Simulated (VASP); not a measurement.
# TiO2 (C2/c) in VASP: further runs

The runs below take TiO2 through relaxation of cell and atoms, single point, with LDA.

Program: VASP 6.6.1. These are calculated values, not measurements. Logs are shortened: lines on timing, memory, paths and dates and some standing lists are left out, and cuts for length are marked.

**1. The cell of the first run**

The structure is monoclinic, space group C2/c (No. 15). The conventional cell has a = 5.412 Å, b = 5.413 Å, c = 5.472 Å, α = 90.00°, β = 118.77°, γ = 90.00°. Within 2.6 Å of Ti (site symmetry 2) lie 6 O at 1.93 to 2.00 Å. Within 2.6 Å of O (site symmetry 1) lie 3 Ti at 1.93 to 2.00 Å and 2 O at 2.50 Å.

**2. Relaxation of cell and atoms, LDA**

The input, INCAR:

```
  PREC = Accurate
  ENCUT = 600
  EDIFF = 1E-7
  ISMEAR = -1
  SIGMA = 0.05
  LREAL = F
  LASPH = T
  NELM = 120
  ALGO = Normal
  ISIF = 3
  LWAVE = F
  LCHARG = F
  IBRION = 2
  NSW = 60
  EDIFFG = -0.01
  GGA_COMPAT = F
  NELMIN = 4
```

The input, KPOINTS:

```
regular mesh
0
Gamma
  8 8 6
```

The input, POSCAR:

```
TiO2
1.0
    2.7060340000     -2.7066550000      0.0000000000
    2.7060340000      2.7066550000      0.0000000000
   -2.6335310000      0.0000000000      4.7966370000
Ti O
2 4
Direct
    0.8658900000      0.1341100000      0.7500000000
    0.1341100000      0.8658900000      0.2500000000
    0.0887550000      0.3312210000      0.1671490000
    0.9112450000      0.6687790000      0.8328510000
    0.6687790000      0.9112450000      0.3328510000
    0.3312210000      0.0887550000      0.6671490000
```

Potentials or basis: VASP PAW LDA potentials, release 64 (Ti_sv, O).

Run with:

```console
$ cat potpaw_LDA.64/Ti_sv/POTCAR potpaw_LDA.64/O/POTCAR > POTCAR
$ mpirun -np 1 vasp_std > vasp.out
```

OUTCAR:

```text
PREC = Accurate
   ENCUT = 600
   EDIFF = 1E-7
   ISMEAR = -1
   LREAL = F
   LASPH = T
   NELM = 120
   ISIF = 3
   IBRION = 2
   NSW = 60
   EDIFFG = -0.01
   NELMIN = 4

 ion  position               nearest neighbor table
   1  0.866  0.134  0.750-   4 1.93   6 1.93   6 1.98   4 1.98   3 2.00   5 2.00
   2  0.134  0.866  0.250-   5 1.93   3 1.93   5 1.98   3 1.98   6 2.00   4 2.00
   3  0.089  0.331  0.167-   2 1.93   2 1.98   1 2.00
   4  0.911  0.669  0.833-   1 1.93   1 1.98   2 2.00
   5  0.669  0.911  0.333-   2 1.93   2 1.98   1 2.00
   6  0.331  0.089  0.667-   1 1.93   1 1.98   2 2.00

  LATTYP: Found a base centered monoclinic cell.
 ALAT       =     5.4120680000
 B/A-ratio  =     1.0002294871
 C/A-ratio  =     1.0110809974
 COS(beta)  =    -0.4812705001

  Lattice vectors:

 A1 = (   2.7060340000,  -2.7066550000,   0.0000000000)
 A2 = (   2.7060340000,   2.7066550000,   0.0000000000)
 A3 = (  -2.6335310000,   0.0000000000,   4.7966370000)

Analysis of symmetry for initial positions (statically):
=====================================================================
 Subroutine PRICEL returns:
 Original cell was already a primitive cell.

 Routine SETGRP: Setting up the symmetry group for a
 base centered monoclinic supercell.

 Subroutine GETGRP returns: Found  4 space group operations
 (whereof  2 operations were pure point group operations)
 out of a pool of  4 trial point group operations.

The static configuration has the point symmetry S_2 .
 The point group associated with its full space group is C_2h.

Analysis of symmetry for dynamics (positions and initial velocities):
=====================================================================
 Subroutine PRICEL returns:
 Original cell was already a primitive cell.

 Routine SETGRP: Setting up the symmetry group for a
 base centered monoclinic supercell.

 Subroutine GETGRP returns: Found  4 space group operations
 (whereof  2 operations were pure point group operations)
 out of a pool of  4 trial point group operations.

The dynamic configuration has the point symmetry S_2 .
 The point group associated with its full space group is C_2h.

 Subroutine INISYM returns: Found  4 space group operations
 (whereof  2 operations are pure point group operations),
 and found     1 'primitive' translations

----------------------------------------------------------------------------------------

                                     Primitive cell

  volume of cell :      70.2640

  direct lattice vectors                    reciprocal lattice vectors
     2.706034000 -2.706655000  0.000000000     0.184772253 -0.184729860  0.101446796
     2.706034000  2.706655000  0.000000000     0.184772253  0.184729860  0.101446796
    -2.633531000  0.000000000  4.796637000     0.000000000  0.000000000  0.208479399

  length of vectors
     3.827349122  3.827349122  5.472039111     0.280280858  0.280280858  0.208479399

  position of ions in fractional coordinates (direct lattice)
     0.865890000  0.134110000  0.750000000
     0.134110000  0.865890000  0.250000000
     0.088755000  0.331221000  0.167149000
     0.911245000  0.668779000  0.832851000
     0.668779000  0.911245000  0.332851000
     0.331221000  0.088755000  0.667149000

  ion indices of the primitive-cell ions
   primitive index   ion index
                 1           1
                 2           2
                 3           3
                 4           4
                 5           5
                 6           6

----------------------------------------------------------------------------------------

 KPOINTS: regular mesh

Automatic generation of k-mesh.
 Grid dimensions read from file:
 generate k-points for:    8    8    6

 Generating k-lattice:

  Cartesian coordinates                     Fractional coordinates (reciprocal lattice)
     0.023096532 -0.023091233  0.012680850     0.125000000  0.000000000  0.000000000
     0.023096532  0.023091233  0.012680850     0.000000000  0.125000000  0.000000000
     0.000000000  0.000000000  0.034746567     0.000000000  0.000000000  0.166666667

  Length of vectors
     0.035035107  0.035035107  0.034746567

  Shift w.r.t. Gamma in fractional coordinates (k-lattice)
     0.000000000  0.000000000  0.000000000

 Subroutine IBZKPT returns following result:
 ===========================================

 Found    114 irreducible k-points:

 Following reciprocal coordinates:
            Coordinates               Weight
  0.000000  0.000000  0.000000      1.000000
  0.125000  0.000000  0.000000      4.000000
  0.250000  0.000000  0.000000      4.000000
  0.375000  0.000000  0.000000      4.000000
  0.500000  0.000000  0.000000      2.000000
  0.125000  0.125000  0.000000      2.000000
[... 16 lines left out ...]
  0.125000  0.000000  0.166667      4.000000
  0.250000  0.000000  0.166667      4.000000
 [... further k-points ...]
   k-points           NKPTS =    114   k-points in BZ     NKDIM =    114   number of bands    NBANDS=     28
   number of dos      NEDOS =    301   number of ions     NIONS =      6
   total plane-waves  NPLWV =  49152
   dimension x,y,z NGX =    32 NGY =   32 NGZ =   48
   dimension x,y,z NGXF=    64 NGYF=   64 NGZF=   96
   ions per type =               2   4
   NGX,Y,Z   is equivalent  to a cutoff of  13.90, 13.90, 14.58 a.u.
   NGXF,Y,Z  is equivalent  to a cutoff of  27.80, 27.80, 29.17 a.u.
 SYSTEM =  unknown system
   PREC   = accura    normal or accurate (medium, high low for compatibility)
   ISTART =      0    job   : 0-new  1-cont  2-samecut
   ICHARG =      2    charge: 1-file 2-atom 10-const
   ISPIN  =      1    spin polarized calculation?
   LNONCOLLINEAR =      F non collinear calculations
   LSORBIT =      F    spin-orbit coupling
   LASPH  =      T    aspherical Exc in radial PAW
   ENCUT  =  600.0 eV  44.10 Ry    6.64 a.u.   7.64  7.64 10.93*2*pi/ulx,y,z
   NELM   =    120;   NELMIN=  4; NELMDL= -5     # of ELM steps
   EDIFF  = 0.1E-06   stopping-criterion for ELM
   LREAL  =      F    real-space projection
   EDIFFG = -.1E-01   stopping-criterion for IOM
   NSW    =     60    number of steps for IOM
   IBRION =      2    ionic relax: 0-MD 1-quasi-New 2-CG
   NFREE  =      1    steps in history (QN), initial steepest desc. (CG)
   ISIF   =      3    stress and relaxation
   ISYM   =      2    0-nonsym 1-usesym 2-fastsym
   POTIM  = 0.5000    time-step for ionic-motion
   TEBEG  =    0.0;   TEEND  =   0.0 temperature during run
   PSTRESS=    0.0 pullay stress
   NELECT =      48.0000    total number of electrons
   NUPDOWN=      -1.0000    fix difference up-down
   EMIN   =  10.00;   EMAX   =-10.00  energy-range for DOS
   EFERMI =   0.00;   METHOD = LEGACY
   ISMEAR =    -1;   SIGMA  =   0.05  broadening in eV -4-tet -1-fermi 0-gaus
   EFERMI_NEDOS =   21; number of points for ismear=-14 and -15
   IALGO  =     38    algorithm
   IMIX   =      4    mixing-type and parameters
     AMIX     =   0.40;   BMIX     =  1.00
     AMIX_MAG =   1.60;   BMIX_MAG =  1.00
  volume/ion in A,a.u.               =      11.71        79.03
  Fermi-wavevector in a.u.,A,eV,Ry     =   1.441820  2.724644 28.284385  2.078844
  Thomas-Fermi vector in A             =   2.560409
   LORBIT       =      0    0 simple, 1 ext, 2 COOP (PROOUT), +10 PAW based schemes
   GGA     = CA    functional components
   LHFCALC =     F    Hartree Fock is set to
   AEXX    =    0.0000 exact exchange contribution
   IVDW    =     0    specifies the selected vdW correction
   LEPSILON=     F    determine dielectric tensor
   LRPA    =     F    only Hartree local field effects (RPA)
 conjugate gradient relaxation of ions
 non-spin polarized calculation
  energy-cutoff  :      600.00
  volume of cell :       70.26
 maximum number of plane-waves:      2363
   NGX = 15   NGY = 15   NGZ = 21

--------------------------------------- Ionic step        1  -------------------------------------------

 number of electron      48.0000002 magnetization

 Free energy of the ion-electron system (eV)
  ---------------------------------------------------
  ext. energy  EPLUGINS =         0.00000000
  ---------------------------------------------------
  free energy    TOTEN  =       -58.69271754 eV

  energy without entropy =      -58.69271754  energy(sigma->0) =      -58.69271754

------------------------ aborting loop because EDIFF is reached ----------------------------------------

  FORCE on cell =-STRESS in cart. coord.  units (eV):
  Direction    XX          YY          ZZ          XY          YZ          ZX
  --------------------------------------------------------------------------------------
  -------------------------------------------------------------------------------------
  Total       -5.3510078     -5.3660882     -5.2367668      0.0000000      0.0000000     -0.1839359
  in kB     -122.0149843   -122.3588516   -119.4100335      0.0000000      0.0000000     -4.1941519
  external PRESSURE =    -121.2612898 kB  Pullay stress =       0.0000000 kB
[... 101 lines left out ...]
  FREE ENERGIE OF THE ION-ELECTRON SYSTEM (eV)
  ---------------------------------------------------
  free  energy   TOTEN  =       -58.8495727900 eV

  energy  without entropy=      -58.8495727900  energy(sigma->0) =      -58.84957279

[... ionic steps 4 to 17 ...]

--------------------------------------- Ionic step       18  -------------------------------------------

 number of electron      47.9999998 magnetization

------------------------ aborting loop because EDIFF is reached ----------------------------------------
[... 75 lines left out ...]
--------------------------------------- Ionic step       20  -------------------------------------------

 number of electron      47.9999998 magnetization

 Free energy of the ion-electron system (eV)
  ---------------------------------------------------
  ext. energy  EPLUGINS =         0.00000000
  ---------------------------------------------------
  free energy    TOTEN  =       -58.85797474 eV

  energy without entropy =      -58.85797474  energy(sigma->0) =      -58.85797474

 E-fermi :   4.3790     XC(G=0): -11.4803

 val. band max:        3.3081265710   @ k =   0.5000   0.5000   0.0000
 cond. band min:       5.3989780951   @ k =   0.0000   0.0000   0.0000
 fundamental gap:      2.0908515241
 Fermi energy:         4.3789945824

 k-point     1 :       0.0000    0.0000    0.0000
  band No.  band energies     occupation
      1     -52.2178      2.00000
      2     -52.1449      2.00000
      3     -29.1393      2.00000
      4     -28.8649      2.00000
      5     -28.8649      2.00000
      6     -28.7827      2.00000
[... 733 lines left out ...]
     27       6.7524      0.00000
     28       6.9437      0.00000

 [... further k-points ...]

------------------------ aborting loop because EDIFF is reached ----------------------------------------

  FORCE on cell =-STRESS in cart. coord.  units (eV):
  Direction    XX          YY          ZZ          XY          YZ          ZX
  --------------------------------------------------------------------------------------
  -------------------------------------------------------------------------------------
  Total        0.0289026      0.0242074     -0.0020074      0.0000000      0.0000000     -0.0235844
  in kB        0.6981866      0.5847675     -0.0484929      0.0000000      0.0000000     -0.5697177
  external PRESSURE =       0.4114871 kB  Pullay stress =       0.0000000 kB
[... 21 lines left out ...]
  FREE ENERGIE OF THE ION-ELECTRON SYSTEM (eV)
  ---------------------------------------------------
  free  energy   TOTEN  =       -58.8579747358 eV

  energy  without entropy=      -58.8579747357  energy(sigma->0) =      -58.85797474

 reached required accuracy - stopping structural energy minimisation
```

Wall time 21 min (1 thread of Intel Xeon 6975P-C (Granite Rapids), shared host); peak memory 0.36 GiB.

What came out:

* Free energy: -58.8580 eV
* Relaxed volume: 11.05 Å³/atom
* Relaxed cell: a = 3.745 Å, b = 3.745 Å, c = 5.418 Å, α = 110.19°, β = 110.19°, γ = 90.01°
* Space group after relaxing (to 0.1 Å): I4_1/amd (No. 141)
* Energy gained by relaxing: 27.5 meV/atom
* Ionic steps: 20
* Pressure after relaxing: 0.0 GPa
* Largest force after relaxing: 0.010 eV/Å
* Band gap on the k mesh: 2.09 eV (least direct gap 2.42 eV)

Forces on the atoms (eV/Å):
```
Ti   0.000  0.001  0.000
Ti   0.000 -0.001  0.000
O   -0.008 -0.004 -0.003
O    0.008  0.004  0.003
O    0.008 -0.004  0.003
O   -0.008  0.004 -0.003
```

Stress tensor (GPa, compression positive):
```
 0.07  0.00 -0.06
 0.00  0.06  0.00
-0.06  0.00  0.00
```

The path:
```
step  energy change (eV)  largest force (eV/Å)  pressure (GPa)  volume (Å³)
   1              0.0000                0.3147          -12.13        70.26
   2              0.1547                0.8429           21.27        61.63
   3             -0.1569                0.1336           -0.36        66.50
   4             -0.1569                0.1350           -0.09        66.43
   5             -0.1605                0.1073            0.07        66.28
   6             -0.1605                0.1077            0.07        66.28
   7             -0.1616                0.0760            0.04        66.29
   8             -0.1625                0.0533            0.00        66.31
   9             -0.1635                0.0169            0.01        66.32
  10             -0.1642                0.0526            0.03        66.33
  11             -0.1647                0.0213           -0.08        66.36
  12             -0.1647                0.0210           -0.08        66.36
  13             -0.1648                0.0207            0.15        66.30
  14             -0.1648                0.0214            0.16        66.30
  15             -0.1648                0.0206            0.14        66.31
  16             -0.1650                0.0191           -0.01        66.35
  17             -0.1650                0.0193           -0.07        66.37
  18             -0.1651                0.0151           -0.05        66.36
  19             -0.1652                0.0186            0.02        66.33
  20             -0.1653                0.0100            0.04        66.32
```

Final structure:
```xyz
6
Lattice="2.6481 -2.6484 -0.0189 2.6481 2.6484 -0.0189 -2.6109 0.0000 4.7471" Properties=species:S:1:pos:R:3 pbc="T T T"
Ti    0.6899   -1.9862    3.5414
Ti    1.9954    1.9862    1.1678
O     0.6695    0.6609    0.7821
O     2.0159   -0.6609    3.9271
O     3.3213    0.6609    1.5535
O    -0.6360   -0.6609    3.1557
```

A k mesh can miss the band edges.

**3. Single point, LDA (11.01 Å³/atom)**

This run uses another cell than the first one, of 11.01 Å³/atom.

The input, INCAR:

```
PREC = Accurate ; ENCUT = 520
EDIFF = 1E-7 ; ISMEAR = -1
SIGMA = 0.05 ; LREAL = F
LASPH = T ; NELM = 100
ALGO = Normal ; ISIF = 2
LWAVE = F ; LCHARG = F
GGA = CA ; NBANDS = 33
```

The input, KPOINTS:

```
Automatic mesh
0
Gamma
  8 8 6
```

POSCAR: that of step 2 with these lines changed.

```diff
@@ -2,5 +2,5 @@
 1.0
-    2.7060340000     -2.7066550000      0.0000000000
-    2.7060340000      2.7066550000      0.0000000000
-   -2.6335310000      0.0000000000      4.7966370000
+    2.6507933161     -2.6514016391      0.0000000000
+    2.6507933161      2.6514016391      0.0000000000
+   -2.5797703845      0.0000000000      4.6987189738
 Ti O
```

Potentials or basis: VASP PAW LDA potentials, release 64 (Ti_sv, O).

Run with:

```console
$ cat potpaw_LDA.64/Ti_sv/POTCAR potpaw_LDA.64/O/POTCAR > POTCAR
$ mpirun -np 1 vasp_std > vasp.out
```

Wall time 98 s (1 thread of Intel Xeon 6975P-C (Granite Rapids), shared host); peak memory 0.29 GiB.

The run converged. Its results:

```yaml
Free_energy: -58.8278 eV
Pressure: 1.2 GPa
Largest_force: 0.145 eV/Å
Band_gap_on_the_k_mesh: 2.08 eV (least direct gap 2.43 eV)
```

Forces in eV/Å, atoms in the order of the input:
```
Ti   0.000 -0.145  0.000
Ti   0.000  0.145  0.000
O   -0.043 -0.024  0.050
O    0.043  0.024 -0.050
O    0.043 -0.024 -0.050
O   -0.043  0.024  0.050
```

Stress tensor (GPa, compression positive):
```
0.96 0.00 0.13
0.00 0.89 0.00
0.13 0.00 1.86
```

Levels at points of the mesh, in eV from the valence-band top:
```csv
k point,band 21,band 22,band 23,band 24,band 25,band 26,band 27,band 28
"(0.00, 0.00, 0.00)",-0.72,-0.69,-0.50,-0.50,2.08,2.91,4.07,4.08
"(0.50, 0.00, 0.00)",-2.04,-1.03,-0.80,-0.62,3.38,3.56,3.61,3.88
"(0.50, 0.50, 0.00)",-2.34,-1.99,-0.01,0.00,3.42,3.46,3.77,4.15
"(0.00, 0.00, 0.50)",-1.26,-1.26,-0.10,-0.10,2.48,2.48,3.88,3.88
"(0.50, 0.00, 0.50)",-1.98,-1.01,-0.79,-0.62,3.21,3.69,3.70,3.75
"(0.50, 0.50, 0.50)",-2.16,-2.16,-0.02,-0.02,3.45,3.45,3.97,3.97
```

A k mesh can miss the band edges.
